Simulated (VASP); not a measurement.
NbAs, 4 atoms in the cell. The structure is tetragonal, space group I4_1md (No. 109). Conventional cell: a = 3.475 Å, b = 3.475 Å, c = 11.757 Å, α = 90.00°, β = 90.00°, γ = 90.00°. Within 3.5 Å of Nb (site symmetry 2mm) lie 6 As at 2.61 to 2.65 Å and 8 Nb at 3.41 to 3.47 Å. As (site symmetry 2mm) has 6 Nb at 2.61 to 2.65 Å and 8 As at 3.41 to 3.47 Å within 3.5 Å. 

```yaml
Program: VASP 6.6.1
Task: single point
Functional: LDA
Potentials_or_basis: VASP PAW LDA potentials, release 64 (Nb_sv, As)
Cutoff: 520 eV
k_mesh: 15 × 15 × 15
Occupations: fermi-dirac, width 0.08 eV
Spin: no spin polarisation
Dipole_correction: no
Further_INCAR_settings: ALGO = Normal; EDIFF = 1e-06; NBANDS = 26
```

Potentials or basis: VASP PAW LDA potentials, release 64 (Nb_sv, As).

Run with:

```console
$ cat potpaw_LDA.64/Nb_sv/POTCAR potpaw_LDA.64/As/POTCAR > POTCAR
$ mpirun -np 1 vasp_std > vasp.out
```

Hardware: 1 thread of Intel(R) Xeon(R) Platinum 8375C CPU @ 2.90GHz (Ice Lake), on a shared host.

**Question.** How long does it take, and how much memory?

**Answer.** It took 13 min on 1 thread of Intel(R) Xeon(R) Platinum 8375C CPU @ 2.90GHz (Ice Lake), on a shared host, peak memory 0.61 GiB. Counts: scf iterations 12, k points 288.
